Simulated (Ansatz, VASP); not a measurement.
**One calculation of Ti2Te2Pt, two programs**

Contents of INCAR:

```
PREC = Accurate
ENCUT = 600
EDIFF = 1E-6
ISMEAR = 0
SIGMA = 0.1
LREAL = False
LASPH = True
NELM = 100
ALGO = Normal
ISIF = 3
LWAVE = False
LCHARG = False
GGA = PE
IBRION = 2
NSW = 90
EDIFFG = -0.04
```

Contents of KPOINTS:

```
Automatic mesh
0
Gamma
  3 3 4
```

POSCAR

```
Ti2Te2Pt
1.0
    5.8723596200      0.0000000000      0.0000000000
   -2.9361798100      5.0856126100      0.0000000000
    0.0000000000      0.0000000000      4.4064340600
Ti Te Pt
2 2 1
Direct
    0.3333333300      0.6666666700      0.9282270600
    0.6666666700      0.3333333300      0.9282270600
    0.3333333300      0.6666666700      0.4549633400
    0.6666666700      0.3333333300      0.4549633400
    0.0000000000      0.0000000000      0.0294408700
```

Input for Ansatz:

```yaml
crystal:
  lattice:
    - [5.87235962, 0.0, 0.0]
    - [-2.93617981, 5.08561261, 0.0]
    - [0.0, 0.0, 4.40643406]
  atoms:
    - { symbol: Ti, position: [0.33333333, 0.66666667, 0.92822706] }
    - { symbol: Ti, position: [0.66666667, 0.33333333, 0.92822706] }
    - { symbol: Te, position: [0.33333333, 0.66666667, 0.45496334] }
    - { symbol: Te, position: [0.66666667, 0.33333333, 0.45496334] }
    - { symbol: Pt, position: [0.0, 0.0, 0.02944087] }
basis:
  ecutwfc: 420
kpoints:
  mp_grid: { grid: [3, 3, 4] }
hamiltonian:
  xc: pbe
scf:
  occupations: { method: gaussian, width: 0.1 }
  lower_state_search: "off"
output:
  forces: true
  stress: true
  eigenvalues: true
relax:
  adjacent_minimum: "off"
  f_tol: 0.04
  max_steps: 70
  cell: { stress_tol: 0.4 }
```

Alike in both runs: task relaxation of cell and atoms; functional PBE; k mesh 3 × 3 × 4; occupations gaussian, width 0.1 eV; no spin polarisation.

|  | VASP | Ansatz |
| --- | --- | --- |
| version | VASP 6.6.1 | Ansatz 0.2.0 |
| potentials or method | VASP PAW PBE potentials, release 64 (Ti_sv, Te, Pt), cutoff 600 eV | scalar-relativistic, plane waves, PAW |
| valence electrons in the cell | 46 | 74 |

Ansatz gave:

- gap on the k mesh at the Fermi level, each at its own relaxed structure (eV): none
- relaxed volume (Å³/atom): 23.98
- relaxed cell length with the largest relative difference (Å): 5.040

**Question.** Estimate VASP's values.

**Answer.** gap on the k mesh at the Fermi level, each at its own relaxed structure (eV): none; relaxed volume (Å³/atom): 23.91; relaxed cell length with the largest relative difference (Å): 5.030.

A gap of «none» marks a metal or a gap that the smearing closes. VASP's potentials hold 46 valence electrons a cell and Ansatz's 74, so a difference there can come from the potentials and not from the codes.

The k mesh is coarse, so the values compare programs but aren't converged. Spin-orbit coupling is off throughout.
